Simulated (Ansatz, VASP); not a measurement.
# One calculation of Al, two programs

Contents of POSCAR:

```
Al
1.0
    2.9490340145      0.0000000000      0.0000000000
   -1.4745170073      2.5539383732      0.0000000000
    0.0000000000      0.0000000000      4.7606221852
Al
2
Direct
    0.3333333333      0.6666666667      0.2500000000
    0.6666666667      0.3333333333      0.7500000000
```

INCAR.step1

```
SYSTEM = Al
ALGO = Normal
EDIFF = 1E-4
ENCUT = 520
GGA = PE
ISMEAR = -1
LASPH = .True.
LCHARG = .False.
LREAL = .False.
LWAVE = .True.
NBANDS = 10
NELM = 80
PREC = Accurate
SIGMA = 0.1
```

INCAR.step2

```
SYSTEM = Al
ALGO = Normal
EDIFF = 1E-6
ENCUT = 520
ISIF = 2
ISMEAR = -1
ISTART = 1
LASPH = .True.
LCHARG = .False.
LMIXTAU = .True.
LREAL = .False.
LWAVE = .False.
METAGGA = R2SCAN
NBANDS = 10
NELM = 80
PREC = Accurate
SIGMA = 0.1
```

Contents of KPOINTS:

```
k-points
0
Gamma
  14 14 8
  0 0 0
```

Input for Ansatz:

```yaml
crystal:
  lattice:
    - [2.9490340145, 0.0, 0.0]
    - [-1.4745170073, 2.5539383732, 0.0]
    - [0.0, 0.0, 4.7606221852]
  atoms:
    - { symbol: Al, position: [0.3333333333, 0.6666666667, 0.25] }
    - { symbol: Al, position: [0.6666666667, 0.3333333333, 0.75] }
hamiltonian:
  xc: r2scan
  pseudopotentials:
    kind: paw
    azcp:
      Al: "pseudopotentials/Al.paw.azcp"
basis:
  ecutwfc: 500
  fft_grid_basis: typed
kpoints:
  mp_grid: { grid: [14, 14, 8], shift: [0, 0, 0] }
magnetization:
  spin_polarized: false
scf:
  occupations: { method: fermi_dirac, width: 0.1 }
  lower_state_search: "off"
output:
  stress: true
  write_density: true
  write_potential: true
  elf: true
  volumetric_format: npy
```

Alike in both runs: task single point; functional r2SCAN; k mesh 14 × 14 × 8; occupations fermi-dirac, width 0.1 eV; no spin polarisation.

|  | VASP | Ansatz |
| --- | --- | --- |
| version | VASP 6.6.1 | Ansatz 0.2.0 |
| potentials or method | VASP PAW PBE potentials, release 64 (Al), cutoff 520 eV | plane waves (500 eV) with PAW, scalar-relativistic |
| valence electrons in the cell | 6 | 6 |

Ansatz gave:

| Property | Result |
| --- | --- |
| pressure (GPa) | -7.8 |
| traceless stress, the component that is largest in VASP (GPa) | 0.88 |

Q: What did VASP give for the same quantities?

A: Pressure (GPa): -8.0; traceless stress, the component that is largest in VASP (GPa): 0.87.

VASP's potentials were made for PBE, not for r2SCAN. The functional is the same, so the differences come from potentials, cutoffs and numerics.
